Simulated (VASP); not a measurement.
A run of VASP 6.6.1 is set up as follows.

Contents of INCAR:

```
SYSTEM = Mg
PREC = Accurate ; ENCUT = 600
EDIFF = 1E-6 ; ISMEAR = 1
SIGMA = 0.1 ; LREAL = .FALSE.
LASPH = .TRUE. ; NELM = 80
ALGO = Normal ; ISIF = 3
LWAVE = .FALSE. ; LCHARG = .FALSE.
GGA = CA ; IBRION = 2
NSW = 80 ; EDIFFG = -0.02
```

KPOINTS

```
Automatic mesh
0
G
  9 9 5
  0 0 0
```

Contents of POSCAR:

```
Mg
1.0
    3.2093000000      0.0000000000      0.0000000000
   -1.6046500000      2.7793350000      0.0000000000
    0.0000000000      0.0000000000      5.2103000000
Mg
2
Direct
    0.3333333333      0.6666666667      0.2500000000
    0.6666666667      0.3333333333      0.7500000000
```

Potentials or basis: VASP PAW LDA potentials, release 64 (Mg).

Launch:

```console
$ cat potpaw_LDA.64/Mg/POTCAR > POTCAR
$ mpirun -np 1 vasp_std > vasp.out
```

Predict the space group after relaxing (to 0.1 Å).

P6_3/mmc (No. 194).

What does it give for the band gap on the k mesh?

Zero (bands 2 and 3 overlap by 2.30 eV).

Final structure:
```xyz
2
Lattice="3.1175 0.0000 0.0000 -1.5588 2.6999 0.0000 0.0000 0.0000 5.0790" Properties=species:S:1:pos:R:3 pbc="T T T"
Mg    0.0000    1.7999    1.2698
Mg    1.5588    0.9000    3.8093
```

LDA usually gives volumes a few per cent too small. Zero-point motion and thermal expansion aren't in these numbers.
